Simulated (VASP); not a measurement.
A run of VASP 6.6.1 is set up as follows.

Contents of INCAR:

```
PREC     = Accurate       # precision mode
ENCUT    = 600            # plane-wave cutoff, eV
EDIFF    = 1E-7           # SCF threshold, eV
ISMEAR   = 0              # smearing method
SIGMA    = 0.1            # smearing width, eV
LREAL    = F              # projectors in reciprocal space
LASPH    = T              # aspherical terms in the spheres
NELM     = 60             # most SCF steps
ALGO     = Normal         # electronic algorithm
ISIF     = 3              # what is computed and relaxed
LWAVE    = F              # write WAVECAR
LCHARG   = F              # write CHGCAR
GGA      = PE             # functional
IBRION   = 2              # ionic algorithm
NSW      = 100            # ionic steps
EDIFFG   = -0.01          # ionic threshold
```

KPOINTS

```
Automatic mesh
0
Gamma
  18 18 10
```

File POSCAR:

```
ZrC
1.0
    3.3914762400      0.0000000000      0.0000000000
   -1.6957381200      2.9371045800      0.0000000000
    0.0000000000      0.0000000000      5.2900528900
Zr C
2 2
Direct
    0.3333333300      0.6666666700      0.2500000000
    0.6666666700      0.3333333300      0.7500000000
    0.0000000000      0.0000000000      0.0000000000
    0.0000000000      0.0000000000      0.5000000000
```

Potentials or basis: VASP PAW PBE potentials, release 64 (Zr_sv, C).

Run with:

```console
$ cat potpaw_PBE.64/Zr_sv/POTCAR potpaw_PBE.64/C/POTCAR > POTCAR
$ mpirun -np 1 vasp_std > vasp.out
```

Question: Estimate the space group after relaxing (to 0.05 Å).

Answer: P6_3/mmc (No. 194).

Question: Predict the relaxed cell.

Answer: a = 3.373 Å, b = 3.373 Å, c = 5.297 Å, α = 90.00°, β = 90.00°, γ = 120.00°.

Question: Estimate the band gap on the k mesh.

Answer: Zero (band 16 reaches 10.83 eV, above the bottom of band 17 at 9.76 eV).

Question: Predict the relaxed volume.

Answer: 13.04 Å³/atom.

Final structure:
```
CELL_PARAMETERS angstrom
3.37269 0.00000 0.00000
-1.68635 2.92084 0.00000
0.00000 0.00000 5.29682
ATOMIC_POSITIONS crystal
Zr 0.33333 0.66667 0.25000
Zr 0.66667 0.33333 0.75000
C 0.00000 0.00000 0.00000
C 0.00000 0.00000 0.50000
```
